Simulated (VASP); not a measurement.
## Te: single point with PBEsol

Te:

```xyz
1
Lattice="2.7701 0.0000 0.0000 0.0000 2.7701 0.0000 0.0000 0.0000 2.7701" Properties=species:S:1:pos:R:3 pbc="T T T"
Te    0.0000    0.0000    0.0000
```

This cell differs from its parent crystal: volume scaled by 0.68.

```json
{
  "Program": "VASP 6.6.1",
  "Task": "single point",
  "Functional": "PBEsol",
  "Potentials or basis": "VASP PAW PBE potentials, release 64 (Te)",
  "Cutoff": "520 eV",
  "k mesh": "13 × 13 × 13",
  "Occupations": "fermi-dirac, width 0.08 eV",
  "Spin": "no spin polarisation"
}
```

```
Pressure               : 51.8 GPa
Band gap on the k mesh : zero (band 3 reaches 17.56 eV, above the bottom of band 4 at 9.04 eV)
```

Levels at points of the mesh, in eV from the Fermi level:
| k point | band 1 | band 2 | band 3 | band 4 | band 5 | band 6 |
| --- | --- | --- | --- | --- | --- | --- |
| (0.00, 0.00, 0.00) | -18.12 | 1.42 | 1.42 | 1.42 | 5.37 | 5.37 |

Run time: 4.4 s on 1 thread of Intel(R) Xeon(R) 6975P-C (Granite Rapids), on a shared host, peak memory 0.14 GiB.

Caveat: the PAW data sets were made with another functional, which shifts forces and pressure a little; spin-orbit coupling is left out, which moves the levels of the heavy elements.
